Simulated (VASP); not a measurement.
Wanted: the native input for a VASP 6.6.1 run.

```
Task                   : single point
Functional             : PBE
Dispersion             : D3(BJ)
Potentials or basis    : VASP PAW PBE potentials, release 64 (Tl_d)
Cutoff                 : 520 eV
k mesh                 : 18 × 18 × 18
Occupations            : gaussian, width 0.15 eV
Spin                   : no spin polarisation
Dipole correction      : no
Further INCAR settings : ALGO = Fast; EDIFF = 1e-06; NBANDS = 12
```

The structure of Tl lies in POSCAR:

```
Tl
1.0
   -1.8439500000      1.8439500000      1.9895250000
    1.8439500000     -1.8439500000      1.9895250000
    1.8439500000      1.8439500000     -1.9895250000
Tl
1
Direct
    0.0000000000      0.0000000000      0.0000000000
```

This cell differs from its parent crystal: strain -0.050 along x and y, +0.025 along z.

The input as run:

INCAR

```
SYSTEM = Tl
PREC     = Accurate       ! precision mode
ENCUT    = 520            ! plane-wave cutoff, eV
EDIFF    = 1E-6           ! SCF threshold, eV
ISMEAR   = 0              ! smearing method
SIGMA    = 0.15           ! smearing width, eV
LREAL    = .FALSE.        ! projectors in reciprocal space
LASPH    = .TRUE.         ! aspherical terms in the spheres
NELM     = 60             ! most SCF steps
ALGO     = Fast           ! electronic algorithm
ISIF     = 2              ! what is computed and relaxed
LWAVE    = .FALSE.        ! write WAVECAR
LCHARG   = .FALSE.        ! write CHGCAR
GGA      = PE             ! functional
IVDW     = 12             ! dispersion correction
NBANDS   = 12             ! bands
```

KPOINTS

```
regular mesh
0
G
  18 18 18
  0 0 0
```

Potentials or basis: VASP PAW PBE potentials, release 64 (Tl_d).

The run is started by

```console
$ cat potpaw_PBE.64/Tl_d/POTCAR > POTCAR
$ mpirun -np 1 vasp_std > vasp.out
```

It gave:

```yaml
Pressure: 3.6 GPa
Band_gap_on_the_k_mesh: zero (an odd number of electrons rules out a gap without spin polarisation)
Dispersion_energy_per_atom: -0.363 eV
```

Caveat: the cell differs from its parent crystal (strain -0.050 along x and y, +0.025 along z); the cell stands under pressure; spin-orbit coupling is left out, which moves the levels of the heavy elements.

Wall time 52 s on 1 thread of AMD EPYC 9R45 96-Core Processor (Zen 5) (shared host), peak memory 0.23 GiB.
